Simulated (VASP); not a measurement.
**Si: single point with PBE**

Crystal: Si.

```xyz
4
Lattice="3.8513 0.0000 0.0000 -1.9256 3.3353 0.0000 0.0000 0.0000 6.3650" Properties=species:S:1:pos:R:3 pbc="T T T"
Si    0.0000    2.2235    0.4006
Si    1.9256    1.1118    3.5831
Si    0.0000    2.2235    2.7820
Si    1.9256    1.1118    5.9645
```

* Program: VASP 6.6.1
* Task: single point
* Functional: PBE
* Potentials or basis: VASP PAW PBE potentials, release 64 (Si)
* Cutoff: 520 eV
* k mesh: 6 × 6 × 4
* Occupations: gaussian, width 0.05 eV
* Spin: no spin polarisation

| Item | Value |
| --- | --- |
| Pressure | 0.0 GPa |
| Largest force | 0.008 eV/Å |
| Band gap on the k mesh | 0.45 eV, indirect (least direct gap 0.99 eV) |

Forces in eV/Å, atoms in the order of the input:
```
Si   0.000  0.000 -0.008
Si   0.000  0.000 -0.008
Si   0.000  0.000  0.008
Si   0.000  0.000  0.008
```

Stress tensor (GPa, compression positive):
```
 0.07  0.00  0.00
 0.00  0.07  0.00
 0.00  0.00 -0.19
```

Levels at points of the mesh, in eV from the valence-band top:
| k point | band 4 | band 5 | band 6 | band 7 | band 8 | band 9 | band 10 | band 11 | band 12 | band 13 |
| --- | --- | --- | --- | --- | --- | --- | --- | --- | --- | --- |
| (0.00, 0.00, 0.00) | -1.49 | -1.49 | -0.34 | 0.00 | 0.00 | 0.99 | 2.02 | 2.02 | 2.32 | 3.35 |
| (0.50, 0.00, 0.00) | -5.93 | -4.58 | -3.00 | -2.92 | -1.42 | 0.45 | 2.32 | 3.02 | 3.13 | 4.37 |
| (0.00, 0.00, 0.50) | -4.19 | -0.91 | -0.91 | -0.91 | -0.91 | 1.77 | 1.77 | 2.98 | 2.98 | 2.98 |
| (0.50, 0.00, 0.50) | -7.19 | -2.41 | -2.41 | -2.38 | -2.38 | 0.92 | 0.92 | 1.70 | 1.70 | 5.61 |

It took 27 s on 1 thread of AMD EPYC 7R43 64-Core Processor (Zen 3) (shared host), peak memory 0.16 GiB.

A k mesh can miss the band edges. As with any semilocal functional, this PBE gap is likely too small.
